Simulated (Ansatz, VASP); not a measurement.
**In4Sb3As: VASP beside Ansatz**

The input INCAR:

```
SYSTEM = In4Sb3As
ALGO = Normal ; EDIFF = 1E-6
ENCUT = 520 ; GGA = PE
ISIF = 2 ; ISMEAR = -1
LASPH = .TRUE. ; LCHARG = .FALSE.
LREAL = .FALSE. ; LWAVE = .FALSE.
NBANDS = 46 ; NELM = 60
PREC = Accurate ; SIGMA = 0.02
```

The input KPOINTS:

```
k-points
0
G
  4 4 4
  0 0 0
```

File POSCAR:

```
In4Sb3As
1.0
   -3.2957264208      3.2957264208      6.5787724076
    3.2957264208     -3.2957264208      6.5787724076
    3.2957264208      3.2957264208     -6.5787724076
As In Sb
1 4 3
Direct
    0.0000000000      0.0000000000      0.0000000000
    0.6405060993      0.6405060993      0.5226899357
    0.8821838364      0.3594939007      0.0000000000
    0.1178161636      0.1178161636      0.4773100643
    0.3594939007      0.8821838364      0.0000000000
    0.2500000000      0.7500000000      0.5000000000
    0.5000000000      0.5000000000      0.0000000000
    0.7500000000      0.2500000000      0.5000000000
```

Input for Ansatz:

```yaml
crystal:
  lattice:
    - [-3.2957264208, 3.2957264208, 6.5787724076]
    - [3.2957264208, -3.2957264208, 6.5787724076]
    - [3.2957264208, 3.2957264208, -6.5787724076]
  atoms:
    - { symbol: As, position: [0.0, 0.0, 0.0] }
    - { symbol: In, position: [0.6405060993, 0.6405060993, 0.5226899357] }
    - { symbol: Sb, position: [0.25, 0.75, 0.5] }
    - { symbol: In, position: [0.8821838364, 0.3594939007, 0.0] }
    - { symbol: Sb, position: [0.5, 0.5, 0.0] }
    - { symbol: In, position: [0.1178161636, 0.1178161636, 0.4773100643] }
    - { symbol: Sb, position: [0.75, 0.25, 0.5] }
    - { symbol: In, position: [0.3594939007, 0.8821838364, 0.0] }
kpoints:
  mp_grid: { grid: [4, 4, 4] }
hamiltonian:
  xc: pbe
scf:
  occupations: { method: fermi_dirac, width: 0.02 }
  n_extra_bands: 6
output:
  forces: true
  stress: true
  eigenvalues: true
```

Alike in both runs: task single point; functional PBE; k mesh 4 × 4 × 4; occupations fermi-dirac, width 0.02 eV; no spin polarisation.

|  | VASP | Ansatz |
| --- | --- | --- |
| version | VASP 6.6.1 | Ansatz 0.2.0 |
| potentials or method | VASP PAW PBE potentials, release 64 (As, In_d, Sb) | plane waves, PAW |
| plane-wave cutoff (eV) | 520 | 420 |
| valence electrons in the cell | 72 | 112 |

Ansatz gave:

- pressure (GPa): -1.1
- rms of the force components (eV/Å): 0.003

**Question.** Which values does VASP return?

**Answer.** Pressure (GPa): -1.1; rms of the force components (eV/Å): 0.005.

VASP's potentials hold 72 valence electrons a cell and Ansatz's 112, so a difference there can come from the potentials and not from the codes.

Spin-orbit coupling is off throughout.
